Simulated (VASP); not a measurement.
Set up this calculation in VASP 6.6.1, as the native input.

* Task: single point
* Functional: PBE
* Potentials or basis: VASP PAW PBE potentials, release 64 (Na_pv, Mg, Pd, C, N)
* Cutoff: 520 eV
* k mesh: 4 × 4 × 4
* Occupations: gaussian, width 0.1 eV
* Spin: no spin polarisation
* Dipole correction: no
* Further INCAR settings: LREAL = Auto; ALGO = Normal; EDIFF = 1e-07; NBANDS = 54

The structure of Na2MgPdC6N6 lies in POSCAR:

```
Na2MgPdC6N6
1.0
    0.0000000000      5.1800000000      5.1800000000
    5.1800000000      0.0000000000      5.1800000000
    5.1800000000      5.1800000000      0.0000000000
Na Mg Pd C N
2 1 1 6 6
Direct
    0.2500000000      0.2500000000      0.2500000000
    0.7500000000      0.7500000000      0.7500000000
    0.0000000000      0.0000000000      0.0000000000
    0.5000000000      0.5000000000      0.5000000000
    0.8088803100      0.1911196900      0.1911196900
    0.1911196900      0.8088803100      0.1911196900
    0.1911196900      0.1911196900      0.8088803100
    0.1911196900      0.8088803100      0.8088803100
    0.8088803100      0.1911196900      0.8088803100
    0.8088803100      0.8088803100      0.1911196900
    0.6959459500      0.3040540500      0.3040540500
    0.3040540500      0.6959459500      0.3040540500
    0.3040540500      0.3040540500      0.6959459500
    0.3040540500      0.6959459500      0.6959459500
    0.6959459500      0.3040540500      0.6959459500
    0.6959459500      0.6959459500      0.3040540500
```

These files were run (other wordings do the same):

INCAR

```
SYSTEM = Na2MgPdC6N6
PREC = Accurate
ENCUT = 520
EDIFF = 1E-7
ISMEAR = 0
SIGMA = 0.1
LREAL = Auto
LASPH = .TRUE.
NELM = 100
ALGO = Normal
ISIF = 2
LWAVE = .FALSE.
LCHARG = .FALSE.
GGA = PE
NBANDS = 54
```

KPOINTS

```
regular mesh
0
G
  4 4 4
  0 0 0
```

Potentials or basis: VASP PAW PBE potentials, release 64 (Na_pv, Mg, Pd, C, N).

Command:

```sh
$ cat potpaw_PBE.64/Na_pv/POTCAR potpaw_PBE.64/Mg/POTCAR potpaw_PBE.64/Pd/POTCAR potpaw_PBE.64/C/POTCAR potpaw_PBE.64/N/POTCAR > POTCAR
$ mpirun -np 1 vasp_std > vasp.out
```

Results of the run:

```
Pressure               : 12.7 GPa
Largest force          : 1.846 eV/Å
Band gap on the k mesh : zero (band 40 reaches 2.78 eV, above the bottom of band 41 at 2.73 eV)
```

Caveat: forces of over 1 eV/Å act on the atoms, so gaps and moduli don't describe the material at rest.

Wall time 9.1 min on 1 thread of AMD EPYC 7R13, with other jobs on the host, peak memory 0.4 GiB.
